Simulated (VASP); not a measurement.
# Au (Cmcm) in VASP: single point with PBEsol

Aim: the single point of Au with PBEsol.

All numbers are computed with VASP 6.6.1; they aren't measurements. Logs are shortened: lines on timing, memory, paths and dates and some standing lists are left out, and cuts for length are marked.

### 1 The cell of the first run

It takes space group Cmcm (No. 63, orthorhombic). Conventional cell: a = 4.585 Å, b = 3.242 Å, c = 4.585 Å, α = 90.00°, β = 90.00°, γ = 90.00°. Within 3.6 Å of Au (site symmetry m2m) lie 14 Au at 2.77 to 3.24 Å.

### 2 Single point, PBEsol (mode 5 (92.8 1/cm) frozen in, largest displacement +0.037 Å)

File INCAR:

```
PREC = Accurate
ENCUT = 520
EDIFF = 1E-7
ISMEAR = 0
SIGMA = 0.15
LREAL = F
LASPH = T
NELM = 80
ALGO = Fast
ISIF = 2
LWAVE = F
LCHARG = T
GGA = PS
LELF = T
LVHAR = T
NBANDS = 18
```

File KPOINTS:

```
Automatic mesh
0
Gamma
  22 22 14
```

File POSCAR:

```
Au
1.0
   -1.6210733944      1.6210733944      1.6210733944
    1.6210733944     -1.6210733944      1.6210733944
    3.2421467888      3.2421467888      0.0000000000
Au
2
Direct
   -0.0115664103     -0.0115664103      0.0000000000
    0.5115664103      0.5115664103      0.5000000000
```

Potentials or basis: VASP PAW PBE potentials, release 64 (Au).

Run with:

```bash
cat potpaw_PBE.64/Au/POTCAR > POTCAR
mpirun -np 1 vasp_std > vasp.out
```

OUTCAR:

```text
PREC = Accurate
   ENCUT = 520
   EDIFF = 1E-7
   ISMEAR = 0
   LREAL = F
   LASPH = T
   NELM = 80
   ISIF = 2
   GGA = PS

 ion  position               nearest neighbor table
   1  0.988  0.988  0.000-   2 2.77   2 2.77   2 2.85   2 2.85   2 3.24   2 3.24   2 3.24   2 3.24

   2  0.512  0.512  0.500-   1 2.77   1 2.77   1 2.85   1 2.85   1 3.24   1 3.24   1 3.24   1 3.24

  LATTYP: Found a base centered orthorhombic cell.
 ALAT       =     3.2421467888
 B/A-ratio  =     1.4142135624
 C/A-ratio  =     1.4142135624

  Lattice vectors:

 A1 = (  -1.6210733944,   1.6210733944,   1.6210733944)
 A2 = (   1.6210733944,  -1.6210733944,   1.6210733944)
 A3 = (   3.2421467888,   3.2421467888,   0.0000000000)

Analysis of symmetry for initial positions (statically):
=====================================================================
 Subroutine PRICEL returns:
 Original cell was already a primitive cell.

 Routine SETGRP: Setting up the symmetry group for a
 base centered orthorhombic supercell.

 Subroutine GETGRP returns: Found  8 space group operations
 (whereof  4 operations were pure point group operations)
 out of a pool of  8 trial point group operations.

The static configuration has the point symmetry C_2v.
 The point group associated with its full space group is D_2h.

Analysis of symmetry for dynamics (positions and initial velocities):
=====================================================================
 Subroutine PRICEL returns:
 Original cell was already a primitive cell.

 Routine SETGRP: Setting up the symmetry group for a
 base centered orthorhombic supercell.

 Subroutine GETGRP returns: Found  8 space group operations
 (whereof  4 operations were pure point group operations)
 out of a pool of  8 trial point group operations.

The dynamic configuration has the point symmetry C_2v.
 The point group associated with its full space group is D_2h.

 Subroutine INISYM returns: Found  8 space group operations
 (whereof  4 operations are pure point group operations),
 and found     1 'primitive' translations

----------------------------------------------------------------------------------------

                                     Primitive cell

  volume of cell :      34.0799

  direct lattice vectors                    reciprocal lattice vectors
    -1.621073394  1.621073394  1.621073394    -0.154218804  0.154218804  0.308437608
     1.621073394 -1.621073394  1.621073394     0.154218804 -0.154218804  0.308437608
     3.242146789  3.242146789  0.000000000     0.154218804  0.154218804  0.000000000

  length of vectors
     2.807781482  2.807781482  4.585087960     0.377757378  0.377757378  0.218098324

  position of ions in fractional coordinates (direct lattice)
     0.988433590  0.988433590  0.000000000
     0.511566410  0.511566410  0.500000000

  ion indices of the primitive-cell ions
   primitive index   ion index
                 1           1
                 2           2

----------------------------------------------------------------------------------------

 KPOINTS: Automatic mesh

Automatic generation of k-mesh.
 Grid dimensions read from file:
 generate k-points for:   22   22   14

 Generating k-lattice:

  Cartesian coordinates                     Fractional coordinates (reciprocal lattice)
    -0.007009946  0.007009946  0.014019891     0.045454545  0.000000000  0.000000000
     0.007009946 -0.007009946  0.014019891     0.000000000  0.045454545  0.000000000
     0.011015629  0.011015629  0.000000000     0.000000000  0.000000000  0.071428571

  Length of vectors
     0.017170790  0.017170790  0.015578452

  Shift w.r.t. Gamma in fractional coordinates (k-lattice)
     0.000000000  0.000000000  0.000000000

 Subroutine IBZKPT returns following result:
 ===========================================

 Found   1064 irreducible k-points:

 Following reciprocal coordinates:
            Coordinates               Weight
  0.000000  0.000000  0.000000      1.000000
  0.045455  0.000000  0.000000      4.000000
  0.090909  0.000000  0.000000      4.000000
  0.136364  0.000000  0.000000      4.000000
  0.181818  0.000000  0.000000      4.000000
  0.227273  0.000000  0.000000      4.000000
[... 16 lines left out ...]
  0.500000  0.045455  0.000000      4.000000
 -0.454545  0.045455  0.000000      4.000000
 [... further k-points ...]
   k-points           NKPTS =   1064   k-points in BZ     NKDIM =   1064   number of bands    NBANDS=     18
   number of dos      NEDOS =    301   number of ions     NIONS =      2
   total plane-waves  NPLWV =  20736
   dimension x,y,z NGX =    24 NGY =   24 NGZ =   36
   dimension x,y,z NGXF=    48 NGYF=   48 NGZF=   72
   ions per type =               2
   NGX,Y,Z   is equivalent  to a cutoff of  14.21, 14.21, 13.05 a.u.
   NGXF,Y,Z  is equivalent  to a cutoff of  28.42, 28.42, 26.11 a.u.
 SYSTEM =  unknown system
   PREC   = accura    normal or accurate (medium, high low for compatibility)
   ISTART =      0    job   : 0-new  1-cont  2-samecut
   ICHARG =      2    charge: 1-file 2-atom 10-const
   ISPIN  =      1    spin polarized calculation?
   LNONCOLLINEAR =      F non collinear calculations
   LSORBIT =      F    spin-orbit coupling
   LASPH  =      T    aspherical Exc in radial PAW
   ENCUT  =  520.0 eV  38.22 Ry    6.18 a.u.   5.22  5.22  8.53*2*pi/ulx,y,z
   NELM   =     80;   NELMIN=  2; NELMDL= -5     # of ELM steps
   EDIFF  = 0.1E-06   stopping-criterion for ELM
   LREAL  =      F    real-space projection
   EDIFFG = 0.1E-05   stopping-criterion for IOM
   NSW    =      0    number of steps for IOM
   IBRION =     -1    ionic relax: 0-MD 1-quasi-New 2-CG
   NFREE  =      0    steps in history (QN), initial steepest desc. (CG)
   ISIF   =      2    stress and relaxation
   ISYM   =      2    0-nonsym 1-usesym 2-fastsym
   POTIM  = 0.5000    time-step for ionic-motion
   TEBEG  =    0.0;   TEEND  =   0.0 temperature during run
   PSTRESS=    0.0 pullay stress
   NELECT =      22.0000    total number of electrons
   NUPDOWN=      -1.0000    fix difference up-down
   EMIN   =  10.00;   EMAX   =-10.00  energy-range for DOS
   EFERMI =   0.00;   METHOD = LEGACY
   ISMEAR =     0;   SIGMA  =   0.15  broadening in eV -4-tet -1-fermi 0-gaus
   EFERMI_NEDOS =   21; number of points for ismear=-14 and -15
   IALGO  =     68    algorithm
   IMIX   =      4    mixing-type and parameters
     AMIX     =   0.40;   BMIX     =  1.00
     AMIX_MAG =   1.60;   BMIX_MAG =  1.00
  volume/ion in A,a.u.               =      17.04       114.99
  Fermi-wavevector in a.u.,A,eV,Ry     =   1.414869  2.673716 27.236900  2.001856
  Thomas-Fermi vector in A             =   2.536367
   LORBIT       =      0    0 simple, 1 ext, 2 COOP (PROOUT), +10 PAW based schemes
   GGA     = PS    functional components
   LHFCALC =     F    Hartree Fock is set to
   AEXX    =    0.0000 exact exchange contribution
   IVDW    =     0    specifies the selected vdW correction
   LEPSILON=     F    determine dielectric tensor
   LRPA    =     F    only Hartree local field effects (RPA)
 non-spin polarized calculation
 RMM-DIIS sequential band-by-band and
 Gauss-broadening in eV      SIGMA  =   0.15
  energy-cutoff  :      520.00
  volume of cell :       34.08
 maximum number of plane-waves:       936
 NGX is ok and might be reduce to    24
   NGX = 11   NGY = 11   NGZ = 17

 number of electron      22.0000001 magnetization

 Free energy of the ion-electron system (eV)
  ---------------------------------------------------
  ext. energy  EPLUGINS =         0.00000000
  ---------------------------------------------------
  free energy    TOTEN  =        -7.79955252 eV

  energy without entropy =       -7.79374670  energy(sigma->0) =       -7.79664961

 E-fermi :   9.2608     XC(G=0): -12.8869

 val. band max:        9.2527536991   @ k =   0.5000   0.0000   0.3571
 cond. band min:       9.2667295177   @ k =   0.3182   0.0000   0.3571
 fundamental gap:      0.0139758186
 Fermi energy:         9.2607964476

 k-point     1 :       0.0000    0.0000    0.0000
  band No.  band energies     occupation
      1      -0.6304      2.00000
      2       2.0183      2.00000
      3       3.3223      2.00000
      4       4.4074      2.00000
      5       4.4127      2.00000
      6       4.4288      2.00000
[... 10 lines left out ...]
     17      25.8054      0.00000
     18      25.8097      0.00000

 k-point     2 :       0.0455    0.0000    0.0000
  band No.  band energies     occupation
      1      -0.5729      2.00000
      2       2.0641      2.00000
      3       3.3370      2.00000
      4       4.3963      2.00000
      5       4.4235      2.00000
      6       4.4529      2.00000
[... 10 lines left out ...]
     17      25.8132      0.00000
     18      25.8625      0.00000

 k-point     3 :       0.0909    0.0000    0.0000
  band No.  band energies     occupation
      1      -0.4023      2.00000
      2       2.1959      2.00000
      3       3.3802      2.00000
      4       4.3562      2.00000
      5       4.4064      2.00000
      6       4.5809      2.00000
[... 10 lines left out ...]
     17      25.9239      0.00000
     18      26.0266      0.00000

 k-point     4 :       0.1364    0.0000    0.0000
  band No.  band energies     occupation
      1      -0.1249      2.00000
      2       2.3961      2.00000
      3       3.4507      2.00000
      4       4.2921      2.00000
      5       4.3744      2.00000
      6       4.7941      2.00000
[... 375 lines left out ...]
      4       3.8799      2.00000
      5       4.4033      2.00000
      6       4.6335      2.00000
[... 10 lines left out ...]
     17      22.3407      0.00000
     18      24.8284      0.00000

 k-point    23 :       0.5000    0.0455    0.0000
  band No.  band energies     occupation
      1       2.8490      2.00000
      2       2.9719      2.00000
      3       3.7011      2.00000
      4       3.8504      2.00000
      5       4.3017      2.00000
      6       4.6211      2.00000
[... 10 lines left out ...]
     17      22.5358      0.00000
     18      24.7289      0.00000

 k-point    24 :      -0.4545    0.0455    0.0000
  band No.  band energies     occupation
      1       2.7462      2.00000
      2       3.0405      2.00000
      3       3.7171      2.00000
      4       3.8723      2.00000
      5       4.0863      2.00000
      6       4.5603      2.00000
[... 10 lines left out ...]
     17      22.8604      0.00000
     18      24.7981      0.00000

 [... further k-points ...]

------------------------ aborting loop because EDIFF is reached ----------------------------------------

  FORCE on cell =-STRESS in cart. coord.  units (eV):
  Direction    XX          YY          ZZ          XY          YZ          ZX
  --------------------------------------------------------------------------------------
  -------------------------------------------------------------------------------------
  Total        0.0274954      0.0274954      0.0051359      0.1017752      0.0000000      0.0000000
  in kB        1.2926256      1.2926256      0.2414496      4.7846978      0.0000000      0.0000000
  external PRESSURE =       0.9422336 kB  Pullay stress =       0.0000000 kB

 VOLUME and BASIS-vectors are now :
 -----------------------------------------------------------------------------
  energy-cutoff  :      520.00
  volume of cell :       34.08
      direct lattice vectors                 reciprocal lattice vectors
    -1.621073394  1.621073394  1.621073394    -0.154218804  0.154218804  0.308437608
     1.621073394 -1.621073394  1.621073394     0.154218804 -0.154218804  0.308437608
     3.242146789  3.242146789  0.000000000     0.154218804  0.154218804  0.000000000

 POSITION                                       TOTAL-FORCE (eV/Angst)
 -----------------------------------------------------------------------------------
      0.00000      0.00000      3.20465        -0.000000     -0.000000      0.232647
      1.62107      1.62107      1.65857         0.000000      0.000000     -0.232647
 -----------------------------------------------------------------------------------
    total drift:                               -0.000000     -0.000000     -0.000000

  FREE ENERGIE OF THE ION-ELECTRON SYSTEM (eV)
  ---------------------------------------------------
  free  energy   TOTEN  =        -7.7995525250 eV

  energy  without entropy=       -7.7937467026  energy(sigma->0) =       -7.79664961
```

Wall time 3.1 min (1 thread of Intel Xeon 6975P-C (Granite Rapids), shared host); peak memory 0.59 GiB.

Results:

```yaml
Free_energy: -7.7996 eV
Pressure: 0.1 GPa
Largest_force: 0.233 eV/Å
Band_gap_on_the_k_mesh: zero (band 11 reaches 13.13 eV, above the bottom of band 12 at 6.43 eV)
```

Forces in eV/Å, atoms in the order of the input:
```
Au   0.000  0.000  0.233
Au   0.000  0.000 -0.233
```

Caveat: the cell differs from its parent crystal (mode 5 (92.8 1/cm) frozen in, largest displacement +0.037 Å); the PAW data sets were made with another functional, which shifts forces and pressure a little; spin-orbit coupling is left out, which moves the levels of the heavy elements.
